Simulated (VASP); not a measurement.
# Sb in VASP: further runs

Aim: see how the results for Sb move with the level of theory and the settings. Levels: r2SCAN, PBE. Tasks: single point.

Everything below comes from runs of VASP 6.6.1. Logs are shortened: lines on timing, memory, paths and dates and some standing lists are left out, and cuts for length are marked.

**1. The cell of the first run**

Symmetry: R-3m, No. 166, trigonal system. The conventional cell has a = 4.308 Å, b = 4.308 Å, c = 11.274 Å, α = 90.00°, β = 90.00°, γ = 120.00°. Within 3.8 Å of Sb (site symmetry 3m) lie 6 Sb at 2.91 to 3.35 Å.

**2. Single point, r2SCAN**

The input, POSCAR:

```
Sb
1.0
    2.1542000000      1.2437279499      3.7580000000
   -2.1542000000      1.2437279499      3.7580000000
    0.0000000000     -2.4874558998      3.7580000000
Sb
2
Direct
    0.7665100000      0.7665100000      0.7665100000
    0.2334900000      0.2334900000      0.2334900000
```

The input, INCAR.step1:

```
SYSTEM = Sb
  PREC = Accurate
  ENCUT = 520
  ISMEAR = -1
  SIGMA = 0.05
  LREAL = .False.
  LASPH = .True.
  NELM = 80
  NBANDS = 12
  GGA = PE
  ALGO = Normal
  EDIFF = 1E-4
  LWAVE = .True.
  LCHARG = .False.
```

The input, INCAR.step2:

```
SYSTEM = Sb
  PREC = Accurate
  ENCUT = 520
  EDIFF = 1E-6
  ISMEAR = -1
  SIGMA = 0.05
  LREAL = .False.
  LASPH = .True.
  NELM = 80
  ALGO = Normal
  ISIF = 2
  LWAVE = .False.
  LCHARG = .False.
  METAGGA = R2SCAN
  LMIXTAU = .True.
  NBANDS = 12
  ISTART = 1
```

The input, KPOINTS:

```
Automatic mesh
0
Gamma
  4 4 4
  0 0 0
```

Potentials or basis: VASP PAW PBE potentials, release 64 (Sb).

Launch:

```bash
cat potpaw_PBE.64/Sb/POTCAR > POTCAR
cp INCAR.step1 INCAR
mpirun -np 1 vasp_std > vasp.out
cp INCAR.step2 INCAR
mpirun -np 1 vasp_std > vasp.out
```

OUTCAR:

```text
SYSTEM = Sb
   PREC = Accurate
   ENCUT = 520
   EDIFF = 1E-6
   ISMEAR = -1
   LREAL = .False.
   LASPH = .True.
   NELM = 80
   ISIF = 2
   METAGGA = R2SCAN
   ISTART = 1

 ion  position               nearest neighbor table
   1  0.767  0.767  0.767-   2 2.91   2 2.91   2 2.91   2 3.35   2 3.35   2 3.35
   2  0.233  0.233  0.233-   1 2.91   1 2.91   1 2.91   1 3.35   1 3.35   1 3.35

  LATTYP: Found a trigonal (rhomboedric) cell.
 ALAT       =     4.5066618304
 COS(alpha) =     0.5430253624

  Lattice vectors:

 A1 = (   2.1542000000,   1.2437279499,   3.7580000000)
 A2 = (  -2.1542000000,   1.2437279499,   3.7580000000)
 A3 = (   0.0000000000,  -2.4874558998,   3.7580000000)

Analysis of symmetry for initial positions (statically):
=====================================================================
 Subroutine PRICEL returns:
 Original cell was already a primitive cell.

 Routine SETGRP: Setting up the symmetry group for a
 trigonal (rhombohedral) supercell.

 Subroutine GETGRP returns: Found 12 space group operations
 (whereof 12 operations were pure point group operations)
 out of a pool of 12 trial point group operations.

The static configuration has the point symmetry D_3d.

Analysis of symmetry for dynamics (positions and initial velocities):
=====================================================================
 Subroutine PRICEL returns:
 Original cell was already a primitive cell.

 Routine SETGRP: Setting up the symmetry group for a
 trigonal (rhombohedral) supercell.

 Subroutine GETGRP returns: Found 12 space group operations
 (whereof 12 operations were pure point group operations)
 out of a pool of 12 trial point group operations.

The dynamic configuration has the point symmetry D_3d.

 Subroutine INISYM returns: Found 12 space group operations
 (whereof 12 operations are pure point group operations),
 and found     1 'primitive' translations

----------------------------------------------------------------------------------------

                                     Primitive cell

  volume of cell :      60.4115

  direct lattice vectors                    reciprocal lattice vectors
     2.154200000  1.243727950  3.758000000     0.232104726  0.134005726  0.088699663
    -2.154200000  1.243727950  3.758000000    -0.232104726  0.134005726  0.088699663
     0.000000000 -2.487455900  3.758000000     0.000000000 -0.268011452  0.088699663

  length of vectors
     4.506661830  4.506661830  4.506661830     0.282307932  0.282307932  0.282307932

[... 77 lines left out ...]
   TEBEG  =    0.0;   TEEND  =   0.0 temperature during run
   PSTRESS=    0.0 pullay stress
   NELECT =      10.0000    total number of electrons
   NUPDOWN=      -1.0000    fix difference up-down
   EMIN   =  10.00;   EMAX   =-10.00  energy-range for DOS
   EFERMI =   0.00;   METHOD = LEGACY
   ISMEAR =    -1;   SIGMA  =   0.05  broadening in eV -4-tet -1-fermi 0-gaus
   EFERMI_NEDOS =   21; number of points for ismear=-14 and -15
   IALGO  =     38    algorithm
   IMIX   =      4    mixing-type and parameters
     AMIX     =   0.40;   BMIX     =  1.00
     AMIX_MAG =   1.60;   BMIX_MAG =  1.00
  volume/ion in A,a.u.               =      30.21       203.84
  Fermi-wavevector in a.u.,A,eV,Ry     =   0.898880  1.698637 10.993305  0.807985
  Thomas-Fermi vector in A             =   2.021644
   LORBIT       =      0    0 simple, 1 ext, 2 COOP (PROOUT), +10 PAW based schemes
   METAGGA = R2SCAN    functional components
   LHFCALC =     F    Hartree Fock is set to
   AEXX    =    0.0000 exact exchange contribution
   IVDW    =     0    specifies the selected vdW correction
   LEPSILON=     F    determine dielectric tensor
   LRPA    =     F    only Hartree local field effects (RPA)
 non-spin polarized calculation
  energy-cutoff  :      520.00
  volume of cell :       60.41
 maximum number of plane-waves:      1636
 NGX is ok and might be reduce to    36

 number of electron      10.0000000 magnetization

 Free energy of the ion-electron system (eV)
  ---------------------------------------------------
  ext. energy  EPLUGINS =         0.00000000
  ---------------------------------------------------
  free energy    TOTEN  =       -51.42459534 eV

  energy without entropy =      -51.42232565  energy(sigma->0) =      -51.42346049

 E-fermi :   7.0524     XC(G=0):  -9.9977

 val. band max:        6.9443089403   @ k =   0.5000   0.5000   0.5000
 cond. band min:       7.1900086847   @ k =   0.5000  -0.0000   0.0000
 fundamental gap:      0.2456997444
 Fermi energy:         7.0523595939

 k-point     1 :       0.0000    0.0000    0.0000
  band No.  band energies     occupation
      1      -6.0938      2.00000
      2       2.4511      2.00000
      3       4.9629      2.00000
      4       5.2392      2.00000
      5       5.2392      2.00000
      6       9.4178      0.00000
      7      10.0497      0.00000
      8      10.0497      0.00000
      9      12.6590      0.00000
     10      12.6590      0.00000
     11      12.8526      0.00000
     12      14.3659      0.00000
[... 166 lines left out ...]
 k-point    13 :       0.5000    0.5000    0.5000
  band No.  band energies     occupation
      1      -4.4687      2.00000
      2      -2.1453      2.00000
      3       5.7766      2.00000
      4       5.7766      2.00000
      5       6.9443      1.79339
      6       7.3273      0.00814
      7       7.3273      0.00814
      8       8.5104      0.00000
      9      14.7743      0.00000
     10      16.2722      0.00000
     11      16.2722      0.00000
     12      16.9964      0.00000

------------------------ aborting loop because EDIFF is reached ----------------------------------------

  FORCE on cell =-STRESS in cart. coord.  units (eV):
  Direction    XX          YY          ZZ          XY          YZ          ZX
  --------------------------------------------------------------------------------------
  -------------------------------------------------------------------------------------
  Total        0.8186165      0.8186165      0.4771266      0.0000000      0.0000000      0.0000000
  in kB       21.7105902     21.7105902     12.6539109      0.0000000      0.0000000      0.0000000
  external PRESSURE =      18.6916971 kB  Pullay stress =       0.0000000 kB

 VOLUME and BASIS-vectors are now :
 -----------------------------------------------------------------------------
  energy-cutoff  :      520.00
  volume of cell :       60.41
      direct lattice vectors                 reciprocal lattice vectors
     2.154200000  1.243727950  3.758000000     0.232104726  0.134005726  0.088699663
    -2.154200000  1.243727950  3.758000000    -0.232104726  0.134005726  0.088699663
     0.000000000 -2.487455900  3.758000000     0.000000000 -0.268011452  0.088699663

 POSITION                                       TOTAL-FORCE (eV/Angst)
 -----------------------------------------------------------------------------------
      0.00000      0.00000      8.64163         0.000000     -0.000000      0.170116
      0.00000      0.00000      2.63237         0.000000      0.000000     -0.170116
 -----------------------------------------------------------------------------------
    total drift:                                0.000000     -0.000000     -0.000000

  FREE ENERGIE OF THE ION-ELECTRON SYSTEM (eV)
  ---------------------------------------------------
  free  energy   TOTEN  =       -51.4245953376 eV

  energy  without entropy=      -51.4223256496  energy(sigma->0) =      -51.42346049
```

OSZICAR.step1:

```text
N       E                     dE             d eps       ncg     rms          rms(c)
DAV:   1     0.303206456374E+02    0.30321E+02   -0.33942E+03   312   0.641E+02
DAV:   2    -0.671261188864E+01   -0.37033E+02   -0.36205E+02   436   0.105E+02
DAV:   3    -0.828861723090E+01   -0.15760E+01   -0.15628E+01   360   0.236E+01
DAV:   4    -0.830261733548E+01   -0.14000E-01   -0.13999E-01   372   0.269E+00
DAV:   5    -0.830279968025E+01   -0.18234E-03   -0.18234E-03   388   0.329E-01    0.301E+00
DAV:   6    -0.830106449658E+01    0.17352E-02   -0.25520E-03   360   0.332E-01    0.181E+00
DAV:   7    -0.830021954786E+01    0.84495E-03   -0.65415E-03   388   0.517E-01    0.740E-02
DAV:   8    -0.830035266275E+01   -0.13311E-03   -0.42680E-04   344   0.126E-01    0.133E-02
DAV:   9    -0.830036405311E+01   -0.11390E-04   -0.19349E-05   252   0.305E-02
   1 F= -.83003641E+01 E0= -.82975627E+01  d E =-.560279E-02
```

Run time: 78 s. Hardware: 1 thread of AMD EPYC 7R43 (Zen 3), shared host; peak memory 0.17 GiB.

Results:

```yaml
Free_energy: -51.4246 eV
Pressure: 1.9 GPa
Largest_force: 0.170 eV/Å
Band_gap_on_the_k_mesh: 0.25 eV, indirect (least direct gap 0.31 eV)
```

Forces in eV/Å, atoms in the order of the input:
```
Sb   0.000  0.000  0.170
Sb   0.000  0.000 -0.170
```

Stress tensor (GPa, compression positive):
```
2.17 0.00 0.00
0.00 2.17 0.00
0.00 0.00 1.27
```

Caveat: the k points lie up to 0.44 Å⁻¹ apart; the PAW data sets were made with another functional, which shifts forces and pressure a little; spin-orbit coupling is left out, which moves the levels of the heavy elements. A k mesh can miss the band edges.

**3. Single point, PBE (atoms moved at random)**

The input, INCAR:

```
SYSTEM = Sb
PREC = Accurate
ENCUT = 520
EDIFF = 1E-6
ISMEAR = -1
SIGMA = 0.05
LREAL = .False.
LASPH = .True.
NELM = 100
ALGO = Normal
ISIF = 2
LWAVE = .False.
LCHARG = .True.
GGA = PE
LELF = .True.
LVHAR = .True.
NBANDS = 12
```

The input, KPOINTS:

```
Automatic mesh
0
Gamma
  8 8 8
  0 0 0
```

The input, POSCAR:

```
Sb
1.0
    2.1542000000      1.2437279499      3.7580000000
   -2.1542000000      1.2437279499      3.7580000000
    0.0000000000     -2.4874558998      3.7580000000
Sb
2
Direct
    0.7676430000      0.7550740000      0.7647910000
    0.2500380000      0.2274410000      0.2223170000
```

Potentials or basis: VASP PAW PBE potentials, release 64 (Sb).

Launch:

```bash
cat potpaw_PBE.64/Sb/POTCAR > POTCAR
mpirun -np 1 vasp_std > vasp.out
```

Wall time 2.2 min (1 thread of Intel Xeon Platinum 8259CL at 2.50GHz (Skylake/Cascade Lake), shared host); peak memory 0.31 GiB.

It converged, with:

```yaml
Free_energy: -8.2590 eV
Pressure: 2.2 GPa
Largest_force: 0.112 eV/Å
Band_gap_on_the_k_mesh: zero (band 5 reaches 7.41 eV, above the bottom of band 6 at 6.99 eV)
```

Forces on the atoms (eV/Å):
```
Sb   0.055  0.096 -0.018
Sb  -0.055 -0.096  0.018
```

Stress tensor (GPa, compression positive):
```
 2.58  0.13 -0.25
 0.13  2.38 -0.47
-0.25 -0.47  1.68
```

Levels at points of the mesh, in eV from the Fermi level:
```csv
k point,band 2,band 3,band 4,band 5,band 6,band 7,band 8,band 9
"(0.00, 0.00, 0.00)",-4.87,-2.19,-1.88,-1.74,2.16,2.56,2.80,4.91
"(0.50, 0.00, 0.00)",-9.84,-1.90,-1.83,-0.33,-0.18,0.02,0.29,7.59
"(0.00, 0.50, 0.00)",-9.72,-1.87,-1.83,-0.36,-0.26,0.04,0.34,7.53
"(0.00, 0.00, 0.50)",-9.55,-1.92,-1.73,-0.50,-0.34,0.12,0.34,7.46
"(0.50, 0.50, 0.00)",-7.86,-5.64,-3.82,-3.70,1.48,4.87,5.44,6.79
"(0.50, 0.00, 0.50)",-8.01,-5.54,-3.87,-3.67,1.55,4.87,5.36,6.86
"(0.00, 0.50, 0.50)",-8.12,-5.46,-3.89,-3.66,1.61,4.85,5.30,6.91
"(0.50, 0.50, 0.50)",-9.16,-1.43,-1.12,-0.44,-0.13,0.17,1.00,7.04
```

Caveat: the cell differs from its parent crystal (atoms moved at random); spin-orbit coupling is left out, which moves the levels of the heavy elements.

**4. Single point, PBE**

The input, INCAR:

```
ALGO = Normal
EDIFF = 1E-7
ENCUT = 520
GGA = PE
ISIF = 2
ISMEAR = 0
LASPH = True
LCHARG = True
LELF = True
LREAL = False
LVHAR = True
LWAVE = False
NBANDS = 12
NELM = 80
PREC = Accurate
SIGMA = 0.014
```

The input, KPOINTS:

```
k-points
0
Gamma
  8 8 8
```

The input, POSCAR:

```
Sb
1.0
    2.1542000000      1.2437279499      3.7580000000
   -2.1542000000      1.2437279499      3.7580000000
    0.0000000000     -2.4874558998      3.7580000000
Sb
2
Direct
    0.7665100000      0.7665100000      0.7665100000
    0.2334900000      0.2334900000      0.2334900000
```

Launch:

```bash
cat potpaw_PBE.64/Sb/POTCAR > POTCAR
mpirun -np 1 vasp_std > vasp.out
```

Wall time 25 s (1 thread of Intel Xeon Platinum 8488C (Sapphire Rapids), shared host); peak memory 0.22 GiB.

Results (log left out):

```
Free energy            : -8.2562 eV
Pressure               : 2.8 GPa
Largest force          : 0.185 eV/Å
Band gap on the k mesh : zero (band 5 reaches 7.38 eV, above the bottom of band 6 at 7.08 eV)
```

Forces in eV/Å, atoms in the order of the input:
```
Sb   0.000  0.000 -0.185
Sb   0.000  0.000  0.185
```

Stress tensor (GPa, compression positive):
```
3.02 0.00 0.00
0.00 3.02 0.00
0.00 0.00 2.28
```

Levels at points of the mesh, in eV from the Fermi level:
| k point | band 3 | band 4 | band 5 | band 6 | band 7 | band 8 |
| --- | --- | --- | --- | --- | --- | --- |
| (0.00, 0.00, 0.00) | -2.16 | -1.89 | -1.89 | 1.97 | 2.60 | 2.60 |
| (0.50, 0.00, 0.00) | -2.04 | -1.92 | -0.38 | -0.30 | 0.10 | 0.41 |
| (0.50, 0.50, 0.00) | -5.53 | -3.85 | -3.76 | 1.43 | 4.85 | 5.43 |
| (0.50, 0.50, 0.50) | -1.41 | -1.41 | -0.57 | 0.04 | 0.04 | 1.04 |

Caveat: spin-orbit coupling is left out, which moves the levels of the heavy elements.

**5. The runs side by side**

```tsv
level	k mesh	smearing	gap on the mesh (eV)	pressure (GPa)	largest force (eV/Å)
r2SCAN	4 × 4 × 4	fermi-dirac 0.05 eV	0.25	1.9	0.17
PBE	8 × 8 × 8	fermi-dirac 0.05 eV	none	2.2	0.11
PBE	8 × 8 × 8	gaussian 0.014 eV	none	2.8	0.18
```

Some of these runs hold the atoms at other places in the same cell, which the table doesn't show; runs alike in all that it shows share one row.

Alike in all rows: task single point; potentials or basis VASP PAW PBE potentials, release 64 (Sb); no spin polarisation; cell as given; cutoff (eV) 520.

Caveats: some runs use coarse meshes; spin-orbit coupling is left out, which moves the levels of the heavy elements; the PAW data sets were made with another functional, which shifts forces and pressure a little (some runs).

Absolute energies hang on the potentials; compare differences alone.
